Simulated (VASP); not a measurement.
# La2O3 (P-3m1) in VASP: further runs, part 2 of 2

VASP 6.6.1. Earlier steps stand in the parts before.

### Step 4. Single point, PBE

This run uses another cell than the first one, of 16.36 Å³/atom.

INCAR reads:

```
ALGO = Normal
EDIFF = 1E-7
ENCUT = 520
GGA = PE
ISIF = 2
ISMEAR = -1
LASPH = True
LCHARG = True
LELF = True
LREAL = False
LVHAR = True
LWAVE = False
NBANDS = 28
NELM = 60
PREC = Accurate
SIGMA = 0.04
```

KPOINTS reads:

```
k-points
0
Gamma
  5 5 3
```

POSCAR reads:

```
La2O3
1.0
    3.9307778780      0.0000000000      0.0000000000
   -1.9653889390      3.4041534990      0.0000000000
    0.0000000000      0.0000000000      6.1119535200
La O
2 3
Direct
    0.3333333333      0.6666666667      0.2462356800
    0.6666666667      0.3333333333      0.7537643200
    0.0000000000      0.0000000000      0.0000000000
    0.3333333333      0.6666666667      0.6458906500
    0.6666666667      0.3333333333      0.3541093500
```

Potentials or basis: VASP PAW PBE potentials, release 64 (La, O).

Started as:

```console
> cat potpaw_PBE.64/La/POTCAR potpaw_PBE.64/O/POTCAR > POTCAR
> mpirun -np 1 vasp_std > vasp.out
```

OUTCAR:

```text
EDIFF = 1E-7
   ENCUT = 520
   GGA = PE
   ISIF = 2
   ISMEAR = -1
   LASPH = True
   LREAL = False
   NELM = 60
   PREC = Accurate

 ion  position               nearest neighbor table
   1  0.333  0.667  0.246-   5 2.36   5 2.36   5 2.36   4 2.44   3 2.72   3 2.72   3 2.72
   2  0.667  0.333  0.754-   4 2.36   4 2.36   4 2.36   5 2.44   3 2.72   3 2.72   3 2.72
   3  0.000  0.000  0.000-   1 2.72   2 2.72   2 2.72   1 2.72   2 2.72   1 2.72
   4  0.333  0.667  0.646-   2 2.36   2 2.36   2 2.36   1 2.44
   5  0.667  0.333  0.354-   1 2.36   1 2.36   1 2.36   2 2.44

  LATTYP: Found a hexagonal cell.
 ALAT       =     3.9307778780
 C/A-ratio  =     1.5548966921

  Lattice vectors:

 A1 = (   3.9307778780,   0.0000000000,   0.0000000000)
 A2 = (  -1.9653889390,   3.4041534990,   0.0000000000)
 A3 = (   0.0000000000,   0.0000000000,   6.1119535200)

Analysis of symmetry for initial positions (statically):
=====================================================================
 Subroutine PRICEL returns:
 Original cell was already a primitive cell.

 Routine SETGRP: Setting up the symmetry group for a
 hexagonal supercell.

 Subroutine GETGRP returns: Found 12 space group operations
 (whereof 12 operations were pure point group operations)
 out of a pool of 24 trial point group operations.

The static configuration has the point symmetry D_3d.

Analysis of symmetry for dynamics (positions and initial velocities):
=====================================================================
 Subroutine PRICEL returns:
 Original cell was already a primitive cell.

 Routine SETGRP: Setting up the symmetry group for a
 hexagonal supercell.

 Subroutine GETGRP returns: Found 12 space group operations
 (whereof 12 operations were pure point group operations)
 out of a pool of 24 trial point group operations.

The dynamic configuration has the point symmetry D_3d.

 Subroutine INISYM returns: Found 12 space group operations
 (whereof 12 operations are pure point group operations),
 and found     1 'primitive' translations

----------------------------------------------------------------------------------------

                                     Primitive cell

  volume of cell :      81.7839

  direct lattice vectors                    reciprocal lattice vectors
     3.930777878  0.000000000  0.000000000     0.254402571  0.146879393  0.000000000
    -1.965388939  3.404153499  0.000000000     0.000000000  0.293758786  0.000000000
     0.000000000  0.000000000  6.111953520     0.000000000  0.000000000  0.163613810

  length of vectors
     3.930777878  3.930777878  6.111953520     0.293758786  0.293758786  0.163613810

  position of ions in fractional coordinates (direct lattice)
     0.333333333  0.666666667  0.246235680
     0.666666667  0.333333333  0.753764320
     0.000000000  0.000000000  0.000000000
     0.333333333  0.666666667  0.645890650
     0.666666667  0.333333333  0.354109350

  ion indices of the primitive-cell ions
   primitive index   ion index
                 1           1
                 2           2
                 3           3
[... 26 lines left out ...]

 Found     12 irreducible k-points:

 Following reciprocal coordinates:
            Coordinates               Weight
  0.000000  0.000000  0.000000      1.000000
  0.200000  0.000000  0.000000      6.000000
  0.400000  0.000000  0.000000      6.000000
  0.200000  0.200000  0.000000      6.000000
  0.400000  0.200000  0.000000      6.000000
  0.000000  0.000000  0.333333      2.000000
  0.200000  0.000000  0.333333      6.000000
  0.000000  0.200000  0.333333      6.000000
  0.400000  0.000000  0.333333      6.000000
  0.000000  0.400000  0.333333      6.000000
  0.200000  0.200000  0.333333     12.000000
  0.400000  0.200000  0.333333     12.000000
   k-points           NKPTS =     12   k-points in BZ     NKDIM =     12   number of bands    NBANDS=     28
   number of dos      NEDOS =    301   number of ions     NIONS =      5
   total plane-waves  NPLWV =  43200
   dimension x,y,z NGX =    30 NGY =   30 NGZ =   48
   dimension x,y,z NGXF=    60 NGYF=   60 NGZF=   96
   ions per type =               2   3
   NGX,Y,Z   is equivalent  to a cutoff of  12.69, 12.69, 13.06 a.u.
   NGXF,Y,Z  is equivalent  to a cutoff of  25.38, 25.38, 26.11 a.u.
 SYSTEM =  unknown system
   PREC   = accura    normal or accurate (medium, high low for compatibility)
   ISTART =      0    job   : 0-new  1-cont  2-samecut
   ICHARG =      2    charge: 1-file 2-atom 10-const
   ISPIN  =      1    spin polarized calculation?
   LNONCOLLINEAR =      F non collinear calculations
   LSORBIT =      F    spin-orbit coupling
   LASPH  =      T    aspherical Exc in radial PAW
   ENCUT  =  520.0 eV  38.22 Ry    6.18 a.u.   7.31  7.31 11.36*2*pi/ulx,y,z
   NELM   =     60;   NELMIN=  2; NELMDL= -5     # of ELM steps
   EDIFF  = 0.1E-06   stopping-criterion for ELM
   LREAL  =      F    real-space projection
   EDIFFG = 0.1E-05   stopping-criterion for IOM
   NSW    =      0    number of steps for IOM
   IBRION =     -1    ionic relax: 0-MD 1-quasi-New 2-CG
   NFREE  =      0    steps in history (QN), initial steepest desc. (CG)
   ISIF   =      2    stress and relaxation
   ISYM   =      2    0-nonsym 1-usesym 2-fastsym
   POTIM  = 0.5000    time-step for ionic-motion
   TEBEG  =    0.0;   TEEND  =   0.0 temperature during run
   PSTRESS=    0.0 pullay stress
   NELECT =      40.0000    total number of electrons
   NUPDOWN=      -1.0000    fix difference up-down
   EMIN   =  10.00;   EMAX   =-10.00  energy-range for DOS
   EFERMI =   0.00;   METHOD = LEGACY
   ISMEAR =    -1;   SIGMA  =   0.04  broadening in eV -4-tet -1-fermi 0-gaus
   EFERMI_NEDOS =   21; number of points for ismear=-14 and -15
   IALGO  =     38    algorithm
   IMIX   =      4    mixing-type and parameters
     AMIX     =   0.40;   BMIX     =  1.00
     AMIX_MAG =   1.60;   BMIX_MAG =  1.00
  volume/ion in A,a.u.               =      16.36       110.38
  Fermi-wavevector in a.u.,A,eV,Ry     =   1.289849  2.437462 22.636161  1.663711
  Thomas-Fermi vector in A             =   2.421717
   LORBIT       =      0    0 simple, 1 ext, 2 COOP (PROOUT), +10 PAW based schemes
   GGA     = PE    functional components
   LHFCALC =     F    Hartree Fock is set to
   AEXX    =    0.0000 exact exchange contribution
   IVDW    =     0    specifies the selected vdW correction
   LEPSILON=     F    determine dielectric tensor
   LRPA    =     F    only Hartree local field effects (RPA)
 non-spin polarized calculation
  energy-cutoff  :      520.00
  volume of cell :       81.78
 maximum number of plane-waves:      2225
 NGX is ok and might be reduce to    30
   NGX = 15   NGY = 15   NGZ = 23

 number of electron      39.9999992 magnetization

 Free energy of the ion-electron system (eV)
  ---------------------------------------------------
  ext. energy  EPLUGINS =         0.00000000
  ---------------------------------------------------
  free energy    TOTEN  =       -41.81726423 eV

  energy without entropy =      -41.81726423  energy(sigma->0) =      -41.81726423

 E-fermi :   6.8657     XC(G=0): -10.4725

 val. band max:        5.8665629959   @ k =   0.0000   0.0000   0.0000
 cond. band min:       9.8984078673   @ k =   0.4000   0.2000   0.0000
 fundamental gap:      4.0318448714
 Fermi energy:         6.8657462678

 k-point     1 :       0.0000    0.0000    0.0000
  band No.  band energies     occupation
      1     -23.8433      2.00000
      2     -23.5993      2.00000
      3     -10.9635      2.00000
      4      -9.7106      2.00000
      5      -9.2604      2.00000
      6      -7.3094      2.00000
[... 361 lines left out ...]
     27      11.3636      0.00000
     28      11.3795      0.00000

------------------------ aborting loop because EDIFF is reached ----------------------------------------

  FORCE on cell =-STRESS in cart. coord.  units (eV):
  Direction    XX          YY          ZZ          XY          YZ          ZX
  --------------------------------------------------------------------------------------
  -------------------------------------------------------------------------------------
  Total        0.7617902      0.7617902      0.9283876      0.0000000      0.0000000      0.0000000
  in kB       14.9237619     14.9237619     18.1874679      0.0000000      0.0000000      0.0000000
  external PRESSURE =      16.0116639 kB  Pullay stress =       0.0000000 kB

 VOLUME and BASIS-vectors are now :
 -----------------------------------------------------------------------------
  energy-cutoff  :      520.00
  volume of cell :       81.78
      direct lattice vectors                 reciprocal lattice vectors
     3.930777878  0.000000000  0.000000000     0.254402571  0.146879393  0.000000000
    -1.965388939  3.404153499  0.000000000     0.000000000  0.293758786  0.000000000
     0.000000000  0.000000000  6.111953520     0.000000000  0.000000000  0.163613810

 POSITION                                       TOTAL-FORCE (eV/Angst)
 -----------------------------------------------------------------------------------
     -0.00000      2.26944      1.50498         0.000000      0.000000     -0.002599
      1.96539      1.13472      4.60697        -0.000000     -0.000000      0.002599
      0.00000      0.00000      0.00000        -0.000000      0.000000      0.000000
     -0.00000      2.26944      3.94765        -0.000000      0.000000      0.011706
      1.96539      1.13472      2.16430         0.000000     -0.000000     -0.011706
 -----------------------------------------------------------------------------------
    total drift:                               -0.000000      0.000000      0.000000

  FREE ENERGIE OF THE ION-ELECTRON SYSTEM (eV)
  ---------------------------------------------------
  free  energy   TOTEN  =       -41.8172642285 eV

  energy  without entropy=      -41.8172642285  energy(sigma->0) =      -41.81726423
```

OSZICAR:

```text
N       E                     dE             d eps       ncg     rms          rms(c)
DAV:   1     0.470444939824E+03    0.47044E+03   -0.15560E+04   720   0.217E+03
DAV:   2     0.902876300825E+02   -0.38016E+03   -0.36107E+03   856   0.352E+02
DAV:   3    -0.328711209886E+02   -0.12316E+03   -0.11910E+03  1104   0.196E+02
DAV:   4    -0.465880402908E+02   -0.13717E+02   -0.13684E+02  1152   0.739E+01
DAV:   5    -0.474772237524E+02   -0.88918E+00   -0.88853E+00  1152   0.198E+01    0.149E+01
DAV:   6    -0.418459096320E+02    0.56313E+01   -0.49900E+01  1096   0.382E+01    0.757E+00
DAV:   7    -0.418189241194E+02    0.26986E-01   -0.53429E+00  1304   0.206E+01    0.349E+00
DAV:   8    -0.418182479966E+02    0.67612E-03   -0.57378E-01  1184   0.583E+00    0.122E+00
DAV:   9    -0.418134632264E+02    0.47848E-02   -0.95039E-02  1216   0.226E+00    0.345E-01
DAV:  10    -0.418159237163E+02   -0.24605E-02   -0.26041E-02  1200   0.100E+00    0.169E-01
DAV:  11    -0.418171131324E+02   -0.11894E-02   -0.81286E-03  1192   0.626E-01    0.127E-01
DAV:  12    -0.418172060867E+02   -0.92954E-04   -0.24552E-03  1064   0.310E-01    0.501E-02
DAV:  13    -0.418172630433E+02   -0.56957E-04   -0.10771E-03  1216   0.209E-01    0.254E-02
DAV:  14    -0.418172651251E+02   -0.20818E-05   -0.17468E-04  1144   0.948E-02    0.109E-02
DAV:  15    -0.418172641425E+02    0.98262E-06   -0.32152E-05  1144   0.421E-02    0.234E-03
DAV:  16    -0.418172646354E+02   -0.49285E-06   -0.74791E-06  1144   0.162E-02    0.485E-03
DAV:  17    -0.418172642099E+02    0.42548E-06   -0.25479E-06  1144   0.103E-02    0.101E-03
DAV:  18    -0.418172642285E+02   -0.18647E-07   -0.39423E-07   888   0.418E-03
   1 F= -.41817264E+02 E0= -.41817264E+02  d E =-.100035E-10
```

Wall time 38 s (1 thread of AMD EPYC 9R45 (Zen 5), shared host); peak memory 0.18 GiB.

Results:

```
Free energy            : -41.8173 eV
Pressure               : 1.6 GPa
Largest force          : 0.012 eV/Å
Band gap on the k mesh : 4.03 eV (least direct gap 4.18 eV)
```

Forces on the atoms (eV/Å):
```
La   0.000  0.000 -0.003
La   0.000  0.000  0.003
O    0.000  0.000  0.000
O    0.000  0.000  0.012
O    0.000  0.000 -0.012
```

Levels at points of the mesh, in eV from the valence-band top:
```tsv
k point	band 16	band 17	band 18	band 19	band 20	band 21	band 22	band 23	band 24	band 25
(0.00, 0.00, 0.00)	-1.96	-1.54	-0.26	-0.26	0.00	4.43	4.71	4.71	5.28	5.48
```

Caveat: spin-orbit coupling is left out, which moves the levels of the heavy elements. A k mesh can miss the band edges.

### Step 5. Single point, PBE, non-collinear spin, zero start, spin-orbit coupling

This run uses another cell than the first one, of 16.36 Å³/atom.

INCAR reads:

```
PREC     = Accurate       # precision mode
ENCUT    = 520            # plane-wave cutoff, eV
EDIFF    = 1E-6           # SCF threshold, eV
ISMEAR   = -1             # smearing method
SIGMA    = 0.05           # smearing width, eV
LREAL    = F              # projectors in reciprocal space
LASPH    = T              # aspherical terms in the spheres
NELM     = 150            # most SCF steps
ALGO     = Normal         # electronic algorithm
ISIF     = 2              # what is computed and relaxed
LWAVE    = F              # write WAVECAR
LCHARG   = F              # write CHGCAR
MAGMOM   = 0 0 0 0 0 0 0 0 0 0 0 0 0 0 0 # initial moments
LORBIT   = 11             # projections on sites
LSORBIT  = T              # spin-orbit coupling
GGA_COMPAT= F            
LORBMOM  = T            
LMAXMIX  = 6              # l up to which the mixer works
GGA      = PE             # functional
NBANDS   = 55             # bands
```

KPOINTS reads:

```
Automatic mesh
0
Gamma
  6 6 4
```

POSCAR is that of step 4.

Started as:

```console
> cat potpaw_PBE.64/La/POTCAR potpaw_PBE.64/O/POTCAR > POTCAR
> mpirun -np 1 vasp_ncl > vasp.out
```

It took 3.6 min on 1 thread of AMD EPYC 9R45 (Zen 5), shared host; peak memory 0.43 GiB.

It converged, with:

* Free energy: -42.3913 eV
* Pressure: 1.6 GPa
* Largest force: 0.011 eV/Å
* Net moment: 0.00 μB per cell
* Valence electrons inside the program's atomic spheres: La 8.61; O 4.94, 5.04 (each value once)

Forces on the atoms (eV/Å):
```
La   0.000  0.000 -0.002
La   0.000  0.000  0.002
O    0.000  0.000  0.000
O    0.000  0.000  0.011
O    0.000  0.000 -0.011
```

Stress tensor (GPa, compression positive):
```
1.45 0.00 0.00
0.00 1.45 0.00
0.00 0.00 1.79
```

Moments on the atoms (μB; x, y, z):
```
La  0.00 0.00 0.00
La  0.00 0.00 0.00
O   0.00 0.00 0.00
O   0.00 0.00 0.00
O   0.00 0.00 0.00
```

### Step 6. Overview

```tsv
level	spin	U	cell	k mesh	smearing	gap on the mesh (eV)	pressure (GPa)	largest force (eV/Å)
PBEsol	off	-	a = 3.906, b = 3.906, c = 6.041 Å, angles 90.0, 90.0, 120.0°, 5 atoms, atomic positions A	8 × 8 × 5	fermi-dirac 0.05 eV	3.84	-0.2	0.01
PBEsol+U	off	La f U = 3.0 eV	a = 3.931, b = 3.931, c = 6.112 Å, angles 90.0, 90.0, 120.0°, 5 atoms, atomic positions B	8 × 8 × 5	fermi-dirac 0.05 eV	3.85	-0.8	0.03
PBE	off	-	a = 3.931, b = 3.931, c = 6.112 Å, angles 90.0, 90.0, 120.0°, 5 atoms, atomic positions B	5 × 5 × 3	fermi-dirac 0.04 eV	4.03	1.6	0.01
PBE	non-collinear, zero start, SOC	-	a = 3.931, b = 3.931, c = 6.112 Å, angles 90.0, 90.0, 120.0°, 5 atoms, atomic positions B	6 × 6 × 4	fermi-dirac 0.05 eV	-	1.6	0.01
```

Alike in all rows: task single point; potentials or basis VASP PAW PBE potentials, release 64 (La, O); cutoff (eV) 520.

Caveats: spin-orbit coupling is left out, which moves the levels of the heavy elements (at least some runs); the PAW data sets were made with another functional, which shifts forces and pressure a little (at least some runs).

Total energies depend on the potentials used, so only differences within one code and one set of settings carry meaning.
